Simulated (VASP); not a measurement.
Here is a VASP 6.6.1 calculation.

Contents of INCAR:

```
SYSTEM = BaS
  PREC = Accurate
  ENCUT = 520
  EDIFF = 1E-6
  ISMEAR = 0
  SIGMA = 0.05
  LREAL = .False.
  LASPH = .True.
  NELM = 80
  ALGO = Normal
  ISIF = 2
  LWAVE = .False.
  LCHARG = .False.
  GGA = PE
  NBANDS = 15
```

KPOINTS

```
regular mesh
0
Gamma
  6 6 6
  0 0 0
```

The input POSCAR:

```
BaS
1.0
    4.3659497555      0.0000000000      0.0000000000
   -2.1829748777      3.7810233999      0.0000000000
    0.0000000000      0.0000000000      3.9801648148
Ba S
1 1
Direct
    0.0000000000      0.0000000000      0.0000000000
    0.6666666667      0.3333333333      0.5000000000
```

Potentials or basis: VASP PAW PBE potentials, release 64 (Ba_sv, S).

Launch:

```bash
$ cat potpaw_PBE.64/Ba_sv/POTCAR potpaw_PBE.64/S/POTCAR > POTCAR
$ mpirun -np 1 vasp_std > vasp.out
```

(1) Estimate the pressure.

(2) Estimate the band gap on the k mesh.

## Answers

(1) 0.6 GPa.

(2) 1.97 eV, direct.

Caveat: spin-orbit coupling is left out, which moves the levels of the heavy elements.
